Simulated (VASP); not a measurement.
# BAs (Pm-3m) in VASP: a series of runs

The runs below take BAs through single point, with LDA, PBE, PBEsol.

Everything below comes from runs of VASP 6.6.1. Logs are shortened: lines on timing, memory, paths and dates and some standing lists are left out, and cuts for length are marked.

### 1 The cell of the first run

It takes space group Pm-3m (No. 221, cubic). The conventional cell has a = 3.236 Å, b = 3.236 Å, c = 3.236 Å, α = 90.00°, β = 90.00°, γ = 90.00°. B (site symmetry m-3m) has 8 As at 2.80 Å and 6 B at 3.24 Å within 3.7 Å. As (site symmetry m-3m) has 8 B at 2.80 Å and 6 As at 3.24 Å within 3.7 Å.

### 2 Single point, LDA

File INCAR:

```
ALGO = Normal
EDIFF = 1E-6
ENCUT = 520
GGA = CA
ISIF = 2
ISMEAR = -1
LASPH = True
LCHARG = True
LELF = True
LREAL = False
LVHAR = True
LWAVE = False
NBANDS = 11
NELM = 100
PREC = Accurate
SIGMA = 0.05
```

File KPOINTS:

```
k-points
0
Gamma
  8 8 8
```

File POSCAR:

```
BAs
1.0
    3.2358670400      0.0000000000      0.0000000000
    0.0000000000      3.2358670400      0.0000000000
    0.0000000000      0.0000000000      3.2358670400
B As
1 1
Direct
    0.0000000000      0.0000000000      0.0000000000
    0.5000000000      0.5000000000      0.5000000000
```

Potentials or basis: VASP PAW LDA potentials, release 64 (B, As).

Launch:

```
cat potpaw_LDA.64/B/POTCAR potpaw_LDA.64/As/POTCAR > POTCAR
mpirun -np 1 vasp_std > vasp.out
```

OUTCAR:

```text
EDIFF = 1E-6
   ENCUT = 520
   GGA = CA
   ISIF = 2
   ISMEAR = -1
   LASPH = True
   LREAL = False
   NELM = 100
   PREC = Accurate

 ion  position               nearest neighbor table
   1  0.000  0.000  0.000-
   2  0.500  0.500  0.500-

  LATTYP: Found a simple cubic cell.
 ALAT       =     3.2358670400

  Lattice vectors:

 A1 = (   3.2358670400,   0.0000000000,   0.0000000000)
 A2 = (   0.0000000000,   3.2358670400,   0.0000000000)
 A3 = (   0.0000000000,   0.0000000000,   3.2358670400)

Analysis of symmetry for initial positions (statically):
=====================================================================
 Subroutine PRICEL returns:
 Original cell was already a primitive cell.

 Routine SETGRP: Setting up the symmetry group for a
 simple cubic supercell.

 Subroutine GETGRP returns: Found 48 space group operations
 (whereof 48 operations were pure point group operations)
 out of a pool of 48 trial point group operations.

The static configuration has the point symmetry O_h .

Analysis of symmetry for dynamics (positions and initial velocities):
=====================================================================
 Subroutine PRICEL returns:
 Original cell was already a primitive cell.

 Routine SETGRP: Setting up the symmetry group for a
 simple cubic supercell.

 Subroutine GETGRP returns: Found 48 space group operations
 (whereof 48 operations were pure point group operations)
 out of a pool of 48 trial point group operations.

The dynamic configuration has the point symmetry O_h .

 Subroutine INISYM returns: Found 48 space group operations
 (whereof 48 operations are pure point group operations),
 and found     1 'primitive' translations

----------------------------------------------------------------------------------------

                                     Primitive cell

  volume of cell :      33.8822

  direct lattice vectors                    reciprocal lattice vectors
     3.235867040  0.000000000  0.000000000     0.309036183  0.000000000  0.000000000
     0.000000000  3.235867040  0.000000000     0.000000000  0.309036183  0.000000000
     0.000000000  0.000000000  3.235867040     0.000000000  0.000000000  0.309036183

  length of vectors
     3.235867040  3.235867040  3.235867040     0.309036183  0.309036183  0.309036183

  position of ions in fractional coordinates (direct lattice)
     0.000000000  0.000000000  0.000000000
     0.500000000  0.500000000  0.500000000

  ion indices of the primitive-cell ions
   primitive index   ion index
                 1           1
                 2           2

----------------------------------------------------------------------------------------

 KPOINTS: k-points

Automatic generation of k-mesh.
 Grid dimensions read from file:
 generate k-points for:    8    8    8

 Generating k-lattice:

  Cartesian coordinates                     Fractional coordinates (reciprocal lattice)
     0.038629523  0.000000000  0.000000000     0.125000000  0.000000000  0.000000000
     0.000000000  0.038629523  0.000000000     0.000000000  0.125000000  0.000000000
     0.000000000  0.000000000  0.038629523     0.000000000  0.000000000  0.125000000

  Length of vectors
     0.038629523  0.038629523  0.038629523

  Shift w.r.t. Gamma in fractional coordinates (k-lattice)
     0.000000000  0.000000000  0.000000000

 Subroutine IBZKPT returns following result:
 ===========================================

 Found     35 irreducible k-points:

 Following reciprocal coordinates:
            Coordinates               Weight
  0.000000  0.000000  0.000000      1.000000
  0.125000  0.000000  0.000000      6.000000
  0.250000  0.000000  0.000000      6.000000
  0.375000  0.000000  0.000000      6.000000
  0.500000  0.000000  0.000000      3.000000
  0.125000  0.125000  0.000000     12.000000
[... 16 lines left out ...]
  0.375000  0.375000  0.125000     24.000000
  0.500000  0.375000  0.125000     24.000000
 [... further k-points ...]
   k-points           NKPTS =     35   k-points in BZ     NKDIM =     35   number of bands    NBANDS=     11
   number of dos      NEDOS =    301   number of ions     NIONS =      2
   total plane-waves  NPLWV =  13824
   dimension x,y,z NGX =    24 NGY =   24 NGZ =   24
   dimension x,y,z NGXF=    48 NGYF=   48 NGZF=   48
   ions per type =               1   1
   NGX,Y,Z   is equivalent  to a cutoff of  12.33, 12.33, 12.33 a.u.
   NGXF,Y,Z  is equivalent  to a cutoff of  24.66, 24.66, 24.66 a.u.
 SYSTEM =  unknown system
   PREC   = accura    normal or accurate (medium, high low for compatibility)
   ISTART =      0    job   : 0-new  1-cont  2-samecut
   ICHARG =      2    charge: 1-file 2-atom 10-const
   ISPIN  =      1    spin polarized calculation?
   LNONCOLLINEAR =      F non collinear calculations
   LSORBIT =      F    spin-orbit coupling
   LASPH  =      T    aspherical Exc in radial PAW
   ENCUT  =  520.0 eV  38.22 Ry    6.18 a.u.   6.02  6.02  6.02*2*pi/ulx,y,z
   NELM   =    100;   NELMIN=  2; NELMDL= -5     # of ELM steps
   EDIFF  = 0.1E-05   stopping-criterion for ELM
   LREAL  =      F    real-space projection
   EDIFFG = 0.1E-04   stopping-criterion for IOM
   NSW    =      0    number of steps for IOM
   IBRION =     -1    ionic relax: 0-MD 1-quasi-New 2-CG
   NFREE  =      0    steps in history (QN), initial steepest desc. (CG)
   ISIF   =      2    stress and relaxation
   ISYM   =      2    0-nonsym 1-usesym 2-fastsym
   POTIM  = 0.5000    time-step for ionic-motion
   TEBEG  =    0.0;   TEEND  =   0.0 temperature during run
   PSTRESS=    0.0 pullay stress
   NELECT =       8.0000    total number of electrons
   NUPDOWN=      -1.0000    fix difference up-down
   EMIN   =  10.00;   EMAX   =-10.00  energy-range for DOS
   EFERMI =   0.00;   METHOD = LEGACY
   ISMEAR =    -1;   SIGMA  =   0.05  broadening in eV -4-tet -1-fermi 0-gaus
   EFERMI_NEDOS =   21; number of points for ismear=-14 and -15
   IALGO  =     38    algorithm
   IMIX   =      4    mixing-type and parameters
     AMIX     =   0.40;   BMIX     =  1.00
     AMIX_MAG =   1.60;   BMIX_MAG =  1.00
  volume/ion in A,a.u.               =      16.94       114.32
  Fermi-wavevector in a.u.,A,eV,Ry     =   1.011845  1.912111 13.930068  1.023831
  Thomas-Fermi vector in A             =   2.144919
   LORBIT       =      0    0 simple, 1 ext, 2 COOP (PROOUT), +10 PAW based schemes
   GGA     = CA    functional components
   LHFCALC =     F    Hartree Fock is set to
   AEXX    =    0.0000 exact exchange contribution
   IVDW    =     0    specifies the selected vdW correction
   LEPSILON=     F    determine dielectric tensor
   LRPA    =     F    only Hartree local field effects (RPA)
 non-spin polarized calculation
  energy-cutoff  :      520.00
  volume of cell :       33.88
 maximum number of plane-waves:       932
   NGX = 13   NGY = 13   NGZ = 13

 number of electron       8.0000000 magnetization

 Free energy of the ion-electron system (eV)
  ---------------------------------------------------
  ext. energy  EPLUGINS =         0.00000000
  ---------------------------------------------------
  free energy    TOTEN  =        -9.00103456 eV

  energy without entropy =       -8.99026813  energy(sigma->0) =       -8.99565135

 E-fermi :   4.2047     XC(G=0): -10.3080

 val. band max:        4.1143255261   @ k =   0.3750   0.2500   0.1250
 cond. band min:       4.2735358773   @ k =   0.3750   0.1250   0.1250
 fundamental gap:      0.1592103512
 Fermi energy:         4.2047289677

 k-point     1 :       0.0000    0.0000    0.0000
  band No.  band energies     occupation
      1      -9.0835      2.00000
      2       1.9489      2.00000
      3       3.6557      1.99997
      4       3.6557      1.99997
      5       3.6557      1.99997
      6      10.1606      0.00000
      7      10.1606      0.00000
      8      10.8076      0.00000
      9      10.8076      0.00000
     10      10.8076      0.00000
     11      20.7400      0.00000

 k-point     2 :       0.1250    0.0000    0.0000
  band No.  band energies     occupation
      1      -8.9001      2.00000
      2       0.8423      2.00000
      3       3.8489      1.99838
      4       3.8489      1.99838
      5       3.9772      1.97908
      6      10.2415      0.00000
      7      10.3687      0.00000
      8      10.4199      0.00000
      9      10.4199      0.00000
     10      11.5427      0.00000
     11      20.2281      0.00000

 k-point     3 :       0.2500    0.0000    0.0000
  band No.  band energies     occupation
      1      -8.3731      2.00000
      2      -1.1195      2.00000
      3       4.4196      0.02682
      4       4.4196      0.02682
      5       4.5449      0.00222
      6       9.1012      0.00000
      7       9.3761      0.00000
      8       9.3761      0.00000
      9      10.9849      0.00000
     10      14.4272      0.00000
     11      18.2060      0.00000

 k-point     4 :       0.3750    0.0000    0.0000
  band No.  band energies     occupation
      1      -7.6226      2.00000
      2      -2.8908      2.00000
      3       5.3345      0.00000
      4       5.3374      0.00000
      5       5.3374      0.00000
      6       7.7628      0.00000
      7       7.9958      0.00000
      8       7.9958      0.00000
      9      11.9563      0.00000
     10      15.9386      0.00000
     11      17.6358      0.00000
[... 239 lines left out ...]
 k-point    22 :       0.5000    0.2500    0.1250
  band No.  band energies     occupation
      1      -6.3312      2.00000
      2      -2.7417      2.00000
      3       1.9231      2.00000
      4       3.0264      2.00000
      5       5.2562      0.00000
      6       6.0241      0.00000
      7       9.1977      0.00000
      8       9.3349      0.00000
      9      15.7146      0.00000
     10      16.2581      0.00000
     11      17.3471      0.00000

 k-point    23 :       0.3750    0.3750    0.1250
  band No.  band energies     occupation
      1      -6.0904      2.00000
      2      -1.5154      2.00000
      3      -0.1350      2.00000
      4       2.3378      2.00000
      5       5.1306      0.00000
      6       7.1040      0.00000
      7       8.8210      0.00000
      8       9.1342      0.00000
      9      15.6034      0.00000
     10      16.3896      0.00000
     11      16.8874      0.00000

 k-point    24 :       0.5000    0.3750    0.1250
  band No.  band energies     occupation
      1      -5.6937      2.00000
      2      -1.7787      2.00000
      3       0.1983      2.00000
      4       1.1824      2.00000
      5       5.8781      0.00000
      6       6.5719      0.00000
      7       8.9176      0.00000
      8       8.9770      0.00000
      9      15.6216      0.00000
     10      15.9357      0.00000
     11      17.1791      0.00000

 [... further k-points ...]

------------------------ aborting loop because EDIFF is reached ----------------------------------------

  FORCE on cell =-STRESS in cart. coord.  units (eV):
  Direction    XX          YY          ZZ          XY          YZ          ZX
  --------------------------------------------------------------------------------------
  -------------------------------------------------------------------------------------
  Total       -3.9675002     -3.9675002     -3.9675002      0.0000000     -0.0000000     -0.0000000
  in kB     -187.6098070   -187.6098070   -187.6098070      0.0000000     -0.0000000     -0.0000000
  external PRESSURE =    -187.6098070 kB  Pullay stress =       0.0000000 kB

 VOLUME and BASIS-vectors are now :
 -----------------------------------------------------------------------------
  energy-cutoff  :      520.00
  volume of cell :       33.88
      direct lattice vectors                 reciprocal lattice vectors
     3.235867040  0.000000000  0.000000000     0.309036183  0.000000000  0.000000000
     0.000000000  3.235867040  0.000000000     0.000000000  0.309036183  0.000000000
     0.000000000  0.000000000  3.235867040     0.000000000  0.000000000  0.309036183

 POSITION                                       TOTAL-FORCE (eV/Angst)
 -----------------------------------------------------------------------------------
      0.00000      0.00000      0.00000         0.000000      0.000000      0.000000
      1.61793      1.61793      1.61793         0.000000      0.000000      0.000000
 -----------------------------------------------------------------------------------
    total drift:                                0.000000     -0.000000     -0.000000

  FREE ENERGIE OF THE ION-ELECTRON SYSTEM (eV)
  ---------------------------------------------------
  free  energy   TOTEN  =        -9.0010345648 eV

  energy  without entropy=       -8.9902681302  energy(sigma->0) =       -8.99565135
```

Wall time 15 s (1 thread of AMD EPYC 7R13, shared host); peak memory 0.1 GiB.

What came out:

```yaml
Free_energy: -9.0010 eV
Pressure: -18.8 GPa
Band_gap_on_the_k_mesh: zero (band 4 reaches 6.37 eV, above the bottom of band 5 at 1.98 eV)
```

Levels at points of the mesh, in eV from the Fermi level:
| k point | band 1 | band 2 | band 3 | band 4 | band 5 | band 6 | band 7 | band 8 |
| --- | --- | --- | --- | --- | --- | --- | --- | --- |
| (0.00, 0.00, 0.00) | -13.29 | -2.26 | -0.55 | -0.55 | -0.55 | 5.96 | 5.96 | 6.60 |
| (0.50, 0.00, 0.00) | -11.36 | -7.92 | 1.92 | 2.17 | 2.17 | 2.56 | 2.57 | 2.57 |
| (0.50, 0.50, 0.00) | -9.69 | -4.95 | -4.95 | -4.73 | 3.26 | 3.44 | 5.44 | 5.44 |
| (0.50, 0.50, 0.50) | -8.34 | -2.93 | -2.22 | -2.22 | -2.22 | -0.89 | -0.89 | -0.89 |

### 3 Single point, PBE

File INCAR:

```
SYSTEM = BAs
PREC = Accurate
ENCUT = 520
EDIFF = 1E-6
ISMEAR = -1
SIGMA = 0.05
LREAL = .False.
LASPH = .True.
NELM = 100
ALGO = Normal
ISIF = 2
LWAVE = .False.
LCHARG = .False.
GGA = PE
NBANDS = 11
```

File KPOINTS:

```
regular mesh
0
Gamma
  8 8 8
  0 0 0
```

POSCAR is that of step 2.

Potentials or basis: VASP PAW PBE potentials, release 64 (B, As).

Launch:

```
cat potpaw_PBE.64/B/POTCAR potpaw_PBE.64/As/POTCAR > POTCAR
mpirun -np 1 vasp_std > vasp.out
```

OUTCAR:

```text
SYSTEM = BAs
   PREC = Accurate
   ENCUT = 520
   EDIFF = 1E-6
   ISMEAR = -1
   LREAL = .False.
   LASPH = .True.
   NELM = 100
   ISIF = 2
   GGA = PE

 ion  position               nearest neighbor table
   1  0.000  0.000  0.000-
   2  0.500  0.500  0.500-

  LATTYP: Found a simple cubic cell.
 ALAT       =     3.2358670400

  Lattice vectors:

 A1 = (   3.2358670400,   0.0000000000,   0.0000000000)
 A2 = (   0.0000000000,   3.2358670400,   0.0000000000)
 A3 = (   0.0000000000,   0.0000000000,   3.2358670400)

Analysis of symmetry for initial positions (statically):
=====================================================================
 Subroutine PRICEL returns:
 Original cell was already a primitive cell.

 Routine SETGRP: Setting up the symmetry group for a
 simple cubic supercell.

 Subroutine GETGRP returns: Found 48 space group operations
 (whereof 48 operations were pure point group operations)
 out of a pool of 48 trial point group operations.

[... 167 lines left out ...]

 k-point     1 :       0.0000    0.0000    0.0000
  band No.  band energies     occupation
      1      -9.0925      2.00000
      2       1.8671      2.00000
      3       3.6699      1.99995
      4       3.6699      1.99995
      5       3.6699      1.99995
      6      10.1260      0.00000
      7      10.1260      0.00000
      8      10.9016      0.00000
      9      10.9016      0.00000
     10      10.9016      0.00000
     11      20.6998      0.00000
[... 309 lines left out ...]
 k-point    24 :       0.5000    0.3750    0.1250
  band No.  band energies     occupation
      1      -5.6518      2.00000
      2      -1.8542      2.00000
      3       0.1999      2.00000
      4       1.1145      2.00000
      5       5.9211      0.00000
      6       6.5774      0.00000
      7       8.9686      0.00000
      8       9.0339      0.00000
      9      15.6086      0.00000
     10      15.8891      0.00000
     11      17.1907      0.00000

 [... further k-points ...]

------------------------ aborting loop because EDIFF is reached ----------------------------------------

  FORCE on cell =-STRESS in cart. coord.  units (eV):
  Direction    XX          YY          ZZ          XY          YZ          ZX
  --------------------------------------------------------------------------------------
  -------------------------------------------------------------------------------------
  Total       -3.1268738     -3.1268738     -3.1268738      0.0000000     -0.0000000      0.0000000
  in kB     -147.8593989   -147.8593989   -147.8593989      0.0000000     -0.0000000      0.0000000
  external PRESSURE =    -147.8593989 kB  Pullay stress =       0.0000000 kB

 VOLUME and BASIS-vectors are now :
 -----------------------------------------------------------------------------
  energy-cutoff  :      520.00
  volume of cell :       33.88
      direct lattice vectors                 reciprocal lattice vectors
     3.235867040  0.000000000  0.000000000     0.309036183  0.000000000  0.000000000
     0.000000000  3.235867040  0.000000000     0.000000000  0.309036183  0.000000000
     0.000000000  0.000000000  3.235867040     0.000000000  0.000000000  0.309036183

 POSITION                                       TOTAL-FORCE (eV/Angst)
 -----------------------------------------------------------------------------------
      0.00000      0.00000      0.00000         0.000000      0.000000      0.000000
      1.61793      1.61793      1.61793         0.000000      0.000000      0.000000
 -----------------------------------------------------------------------------------
    total drift:                                0.000000     -0.000000     -0.000000

  FREE ENERGIE OF THE ION-ELECTRON SYSTEM (eV)
  ---------------------------------------------------
  free  energy   TOTEN  =        -7.7865015764 eV

  energy  without entropy=       -7.7776215281  energy(sigma->0) =       -7.78206155
```

stdout:

```text
POSCAR found type information on POSCAR B As
 POSCAR found :  2 types and       2 ions
 scaLAPACK will be used
 LDA part: xc-table for (Slater+PW92), standard interpolation
 POSCAR, INCAR and KPOINTS ok, starting setup
 FFT: planning ... GRIDC
 FFT: planning ... GRID_SOFT
 FFT: planning ... GRID
 WAVECAR not read
 entering main loop
```

Run time: 16 s. Hardware: 1 thread of AMD EPYC 7R13, shared host; peak memory 0.11 GiB.

Results:

* Free energy: -7.7865 eV
* Pressure: -14.8 GPa
* Band gap on the k mesh: zero (band 4 reaches 6.42 eV, above the bottom of band 5 at 2.00 eV)

(Part 1 of 2 ends here.)
